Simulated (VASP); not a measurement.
Runs of VASP 6.6.1 on TlZn4. The structure is that of space group Pm-3m (No. 221), or close to it. The cells are those of the table. 

```csv
task,cell,k mesh,cutoff (eV),gap on the mesh (eV),pressure (GPa),relaxed volume (Å³/atom)
single point,"a = 4.814 Å, 5 atoms",8 × 8 × 8,520,none,0.2,-
relaxation of cell and atoms,"relaxed from a = 4.822 Å, 5 atoms",8 × 8 × 8,600,none,0.0,(a)
relaxation of cell and atoms,"relaxed from a = 4.395 Å, 5 atoms",4 × 4 × 4,600,none,0.3,22.38
single point,"a = 4.822 Å, 5 atoms",4 × 4 × 4,520,none,0.1,-
```

Alike in all rows: level PBE; potentials or basis VASP PAW PBE potentials, release 64 (Zn, Tl_d); no spin polarisation; smearing gaussian 0.1 eV.

Q: Fill in the values left out.

A: (a) 22.37.

Caveats: spin-orbit coupling is left out, which moves the levels of the heavy elements; the volume moved by over 15 % at a fixed basis, so the end points are rough (some runs).

A k mesh can miss the band edges, and the runs leave out spin-orbit coupling on Tl.

A gap of «none» marks levels without a gap at the run's occupations.
